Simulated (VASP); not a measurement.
# Ru (P6_3/mmc) in VASP: single point with r2SCAN

Aim: the single point of Ru with r2SCAN.

Everything below comes from runs of VASP 6.6.1. Logs are shortened: lines on timing, memory, paths and dates and some standing lists are left out, and cuts for length are marked.

**1. The cell of the first run**

Symmetry: P6_3/mmc, No. 194, hexagonal system. The conventional cell has a = 2.704 Å, b = 2.704 Å, c = 4.262 Å, α = 90.00°, β = 90.00°, γ = 120.00°. Ru (site symmetry -6m2) has 12 Ru at 2.64 to 2.70 Å within 3.5 Å.

**2. Single point, r2SCAN**

File POSCAR:

```
Ru
1.0
    2.7039742935      0.0000000000      0.0000000000
   -1.3519871468      2.3417104294      0.0000000000
    0.0000000000      0.0000000000      4.2623377203
Ru
2
Direct
    0.3333333333      0.6666666667      0.2500000000
    0.6666666667      0.3333333333      0.7500000000
```

File INCAR.step1:

```
SYSTEM = Ru
PREC = Accurate
ENCUT = 620
ISMEAR = -1
SIGMA = 0.05
LREAL = .FALSE.
LASPH = .TRUE.
NELM = 120
NBANDS = 23
GGA = PE
ALGO = Normal
EDIFF = 1E-5
LWAVE = .TRUE.
LCHARG = .FALSE.
GGA_COMPAT = .FALSE.
```

File INCAR.step2:

```
SYSTEM = Ru
PREC = Accurate
ENCUT = 620
EDIFF = 1E-6
ISMEAR = -1
SIGMA = 0.05
LREAL = .FALSE.
LASPH = .TRUE.
NELM = 120
ALGO = Normal
ISIF = 2
LWAVE = .FALSE.
LCHARG = .FALSE.
METAGGA = R2SCAN
LMIXTAU = .TRUE.
NBANDS = 23
ISTART = 1
GGA_COMPAT = .FALSE.
```

File KPOINTS:

```
regular mesh
0
G
  21 21 12
  0 0 0
```

Potentials or basis: VASP PAW PBE potentials, release 64 (Ru_sv).

The run is started by

```console
cat potpaw_PBE.64/Ru_sv/POTCAR > POTCAR
cp INCAR.step1 INCAR
mpirun -np 1 vasp_std > vasp.out
cp INCAR.step2 INCAR
mpirun -np 1 vasp_std > vasp.out
```

OUTCAR:

```text
SYSTEM = Ru
   PREC = Accurate
   ENCUT = 620
   EDIFF = 1E-6
   ISMEAR = -1
   LREAL = .FALSE.
   LASPH = .TRUE.
   NELM = 120
   ISIF = 2
   METAGGA = R2SCAN
   ISTART = 1

 ion  position               nearest neighbor table
   1  0.333  0.667  0.250-   2 2.64   2 2.64   2 2.64   2 2.64   2 2.64   2 2.64
   2  0.667  0.333  0.750-   1 2.64   1 2.64   1 2.64   1 2.64   1 2.64   1 2.64

  LATTYP: Found a hexagonal cell.
 ALAT       =     2.7039742935
 C/A-ratio  =     1.5763233144

  Lattice vectors:

 A1 = (   2.7039742935,   0.0000000000,   0.0000000000)
 A2 = (  -1.3519871468,   2.3417104294,   0.0000000000)
 A3 = (   0.0000000000,   0.0000000000,   4.2623377203)

Analysis of symmetry for initial positions (statically):
=====================================================================
 Subroutine PRICEL returns:
 Original cell was already a primitive cell.

 Routine SETGRP: Setting up the symmetry group for a
 hexagonal supercell.

 Subroutine GETGRP returns: Found 24 space group operations
 (whereof 12 operations were pure point group operations)
 out of a pool of 24 trial point group operations.

The static configuration has the point symmetry D_3d.
 The point group associated with its full space group is D_6h.

Analysis of symmetry for dynamics (positions and initial velocities):
=====================================================================
 Subroutine PRICEL returns:
 Original cell was already a primitive cell.

 Routine SETGRP: Setting up the symmetry group for a
 hexagonal supercell.

 Subroutine GETGRP returns: Found 24 space group operations
 (whereof 12 operations were pure point group operations)
 out of a pool of 24 trial point group operations.

The dynamic configuration has the point symmetry D_3d.
 The point group associated with its full space group is D_6h.

 Subroutine INISYM returns: Found 24 space group operations
 (whereof 12 operations are pure point group operations),
 and found     1 'primitive' translations

----------------------------------------------------------------------------------------

                                     Primitive cell

[... 73 lines left out ...]
   number of dos      NEDOS =    301   number of ions     NIONS =      2
   total plane-waves  NPLWV =  20736
   dimension x,y,z NGX =    24 NGY =   24 NGZ =   36
   dimension x,y,z NGXF=    48 NGYF=   48 NGZF=   72
   ions per type =               2
   NGX,Y,Z   is equivalent  to a cutoff of  14.76, 14.76, 14.04 a.u.
   NGXF,Y,Z  is equivalent  to a cutoff of  29.51, 29.51, 28.08 a.u.
 SYSTEM =  Ru
   PREC   = accura    normal or accurate (medium, high low for compatibility)
   ISTART =      1    job   : 0-new  1-cont  2-samecut
   ICHARG =      0    charge: 1-file 2-atom 10-const
   ISPIN  =      1    spin polarized calculation?
   LNONCOLLINEAR =      F non collinear calculations
   LSORBIT =      F    spin-orbit coupling
   LASPH  =      T    aspherical Exc in radial PAW
   ENCUT  =  620.0 eV  45.57 Ry    6.75 a.u.   5.49  5.49  8.65*2*pi/ulx,y,z
   NELM   =    120;   NELMIN=  2; NELMDL=  0     # of ELM steps
   EDIFF  = 0.1E-05   stopping-criterion for ELM
   LREAL  =      F    real-space projection
[... 7 lines left out ...]
   TEBEG  =    0.0;   TEEND  =   0.0 temperature during run
   PSTRESS=    0.0 pullay stress
   NELECT =      32.0000    total number of electrons
   NUPDOWN=      -1.0000    fix difference up-down
   EMIN   =  10.00;   EMAX   =-10.00  energy-range for DOS
   EFERMI =   0.00;   METHOD = LEGACY
   ISMEAR =    -1;   SIGMA  =   0.05  broadening in eV -4-tet -1-fermi 0-gaus
   EFERMI_NEDOS =   21; number of points for ismear=-14 and -15
   IALGO  =     38    algorithm
   IMIX   =      4    mixing-type and parameters
     AMIX     =   0.40;   BMIX     =  1.00
     AMIX_MAG =   1.60;   BMIX_MAG =  1.00
  volume/ion in A,a.u.               =      13.49        91.06
  Fermi-wavevector in a.u.,A,eV,Ry     =   1.732728  3.274380 40.849382  3.002345
  Thomas-Fermi vector in A             =   2.806849
   LORBIT       =      0    0 simple, 1 ext, 2 COOP (PROOUT), +10 PAW based schemes
   METAGGA = R2SCAN    functional components
   LHFCALC =     F    Hartree Fock is set to
   AEXX    =    0.0000 exact exchange contribution
   IVDW    =     0    specifies the selected vdW correction
   LEPSILON=     F    determine dielectric tensor
   LRPA    =     F    only Hartree local field effects (RPA)
 non-spin polarized calculation
  energy-cutoff  :      620.00
  volume of cell :       26.99
 maximum number of plane-waves:       974
 NGX is ok and might be reduce to    24
   NGX = 11   NGY = 11   NGZ = 17

 number of electron      31.9999997 magnetization

 Free energy of the ion-electron system (eV)
  ---------------------------------------------------
  ext. energy  EPLUGINS =         0.00000000
  ---------------------------------------------------
  free energy    TOTEN  =       -50.94795675 eV

  energy without entropy =      -50.93405352  energy(sigma->0) =      -50.94100514

 E-fermi :  15.1795     XC(G=0): -15.5825

 val. band max:       15.1784516022   @ k =   0.4286   0.1429   0.3333
 cond. band min:      15.1830536218   @ k =   0.2857   0.1905   0.2500
 fundamental gap:      0.0046020196
 Fermi energy:        15.1794541982

 k-point     1 :       0.0000    0.0000    0.0000
  band No.  band energies     occupation
      1     -60.1847      2.00000
      2     -59.9503      2.00000
      3     -29.9455      2.00000
      4     -28.9212      2.00000
      5     -28.9212      2.00000
      6     -28.7316      2.00000
[... 613 lines left out ...]
     22      30.4189      0.00000
     23      32.0086      0.00000

 [... further k-points ...]

------------------------ aborting loop because EDIFF is reached ----------------------------------------

  FORCE on cell =-STRESS in cart. coord.  units (eV):
  Direction    XX          YY          ZZ          XY          YZ          ZX
  --------------------------------------------------------------------------------------
  -------------------------------------------------------------------------------------
  Total        0.0136305      0.0136305      0.0163138     -0.0000000     -0.0000000      0.0000000
  in kB        0.8091701      0.8091701      0.9684608     -0.0000000     -0.0000000      0.0000000
  external PRESSURE =       0.8622670 kB  Pullay stress =       0.0000000 kB

 VOLUME and BASIS-vectors are now :
 -----------------------------------------------------------------------------
  energy-cutoff  :      620.00
  volume of cell :       26.99
      direct lattice vectors                 reciprocal lattice vectors
     2.703974293  0.000000000  0.000000000     0.369826001  0.213519141  0.000000000
    -1.351987147  2.341710429  0.000000000     0.000000000  0.427038283  0.000000000
     0.000000000  0.000000000  4.262337720     0.000000000  0.000000000  0.234613038

 POSITION                                       TOTAL-FORCE (eV/Angst)
 -----------------------------------------------------------------------------------
     -0.00000      1.56114      1.06558        -0.000000      0.000000      0.000000
      1.35199      0.78057      3.19675         0.000000     -0.000000      0.000000
 -----------------------------------------------------------------------------------
    total drift:                               -0.000000      0.000000     -0.000000

  FREE ENERGIE OF THE ION-ELECTRON SYSTEM (eV)
  ---------------------------------------------------
  free  energy   TOTEN  =       -50.9479567513 eV

  energy  without entropy=      -50.9340535199  energy(sigma->0) =      -50.94100514
```

OUTCAR.step1:

```text
SYSTEM = Ru
   PREC = Accurate
   ENCUT = 620
   ISMEAR = -1
   LREAL = .FALSE.
   LASPH = .TRUE.
[... 848 lines left out ...]
     -0.00000      1.56114      1.06558        -0.000000      0.000000      0.000000
      1.35199      0.78057      3.19675         0.000000     -0.000000      0.000000
 -----------------------------------------------------------------------------------
    total drift:                               -0.000000      0.000000     -0.000000

  FREE ENERGIE OF THE ION-ELECTRON SYSTEM (eV)
  ---------------------------------------------------
  free  energy   TOTEN  =       -18.5549161677 eV

  energy  without entropy=      -18.5406126293  energy(sigma->0) =      -18.54776440
```

Wall time 6.3 min (1 thread of Intel Xeon Platinum 8488C (Sapphire Rapids), shared host); peak memory 0.32 GiB.

Results:

```yaml
Free_energy: -50.9480 eV
Pressure: 0.1 GPa
Band_gap_on_the_k_mesh: zero (bands 16 and 17 overlap by 3.35 eV)
```

Caveat: the PAW data sets were made with another functional, which shifts forces and pressure a little.
